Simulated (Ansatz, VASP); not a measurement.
Two plane-wave programs on Al3BiO

INCAR

```
ALGO = Normal ; EDIFF = 1E-7
EDIFFG = -0.04 ; ENCUT = 600
GGA = PE ; IBRION = 2
ISIF = 3 ; ISMEAR = 0
LASPH = T ; LCHARG = F
LREAL = F ; LWAVE = F
NELM = 80 ; NSW = 90
PREC = Accurate ; SIGMA = 0.1
```

Contents of KPOINTS:

```
k-points
0
Gamma
  6 6 4
```

POSCAR

```
Al3BiO
1.0
    4.8231709500      0.0000000000      0.0000000000
   -2.4115854800      4.1769885700      0.0000000000
    0.0000000000      0.0000000000      5.2246182900
Al Bi O
3 1 1
Direct
    0.5000000000      0.0000000000      0.5000000000
    0.0000000000      0.5000000000      0.5000000000
    0.5000000000      0.5000000000      0.5000000000
    0.0000000000      0.0000000000      0.0000000000
    0.0000000000      0.0000000000      0.5000000000
```

Input for Ansatz:

```yaml
crystal:
  lattice:
    - [4.82317095, 0.0, 0.0]
    - [-2.41158548, 4.17698857, 0.0]
    - [0.0, 0.0, 5.22461829]
  atoms:
    - { symbol: Al, position: [0.5, 0.0, 0.5] }
    - { symbol: Al, position: [0.0, 0.5, 0.5] }
    - { symbol: Al, position: [0.5, 0.5, 0.5] }
    - { symbol: Bi, position: [0.0, 0.0, 0.0] }
    - { symbol: O, position: [0.0, 0.0, 0.5] }
basis:
  ecutwfc: 420
kpoints:
  mp_grid: { grid: [6, 6, 4] }
hamiltonian:
  xc: pbe
scf:
  occupations: { method: gaussian, width: 0.1 }
  lower_state_search: "off"
output:
  forces: true
  stress: true
  eigenvalues: true
relax:
  adjacent_minimum: "off"
  f_tol: 0.04
  max_steps: 70
  cell: { stress_tol: 0.4 }
```

Alike in both runs: task relaxation of cell and atoms; functional PBE; k mesh 6 × 6 × 4; occupations gaussian, width 0.1 eV; no spin polarisation.

|  | VASP | Ansatz |
| --- | --- | --- |
| version | VASP 6.6.1 | Ansatz 0.2.0 |
| potentials or method | VASP PAW PBE potentials, release 64 (Al, Bi_d, O), cutoff 600 eV | scalar-relativistic, plane waves, PAW |
| valence electrons in the cell | 30 | 30 |

Ansatz gave:

| Item | Value |
| --- | --- |
| gap on the k mesh at the Fermi level, each at its own relaxed structure (eV) | none |
| relaxed volume (Å³/atom) | 22.43 |
| relaxed cell length with the largest relative difference (Å) | 4.843 |

Q: Which values does VASP return?

A: gap on the k mesh at the Fermi level, each at its own relaxed structure (eV): none; relaxed volume (Å³/atom): 22.44; relaxed cell length with the largest relative difference (Å): 4.835.

A gap of «none» marks a metal or a gap that the smearing closes.

Spin-orbit coupling is off throughout.
